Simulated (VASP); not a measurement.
SmO3, 4 atoms in the cell. The structure is cubic, space group Im-3m (No. 229). The conventional cell has a = 4.686 Å, b = 4.686 Å, c = 4.686 Å, α = 90.00°, β = 90.00°, γ = 90.00°. Within 3.1 Å of Sm (site symmetry m-3m) lie 6 O at 2.34 Å. O (site symmetry 4/mmm) has 2 Sm at 2.34 Å and 4 O at 2.34 Å within 3.1 Å. The cell was built from a structure type or drawn by symmetry, and may not be a known phase.

| Property | Result |
| --- | --- |
| Program | VASP 6.6.1 |
| Task | single point |
| Functional | PBE |
| Potentials or basis | VASP PAW PBE potentials, release 64 (Sm_3, O), 4f in core |
| Cutoff | 600 eV |
| k mesh | 14 × 14 × 14 |
| Occupations | gaussian, width 0.1 eV |
| Spin | no spin polarisation |
| Dipole correction | no |
| Mended | yes |
| Further INCAR settings | ALGO = Normal; EDIFF = 1e-06; NBANDS = 22 |

Potentials or basis: VASP PAW PBE potentials, release 64 (Sm_3, O), 4f in core.

Command:

```sh
$ cat potpaw_PBE.64/Sm_3/POTCAR potpaw_PBE.64/O/POTCAR > POTCAR
$ mpirun -np 1 vasp_std > vasp.out
```

Hardware: 1 thread of AMD EPYC 9R45 96-Core Processor (Zen 5), with other jobs on the host.

Problem. How long does it take, and how much memory?

Solution. It took 59 s on 1 thread of AMD EPYC 9R45 96-Core Processor (Zen 5) (shared host), peak memory 0.24 GiB. Counts: scf iterations 13, k points 104.
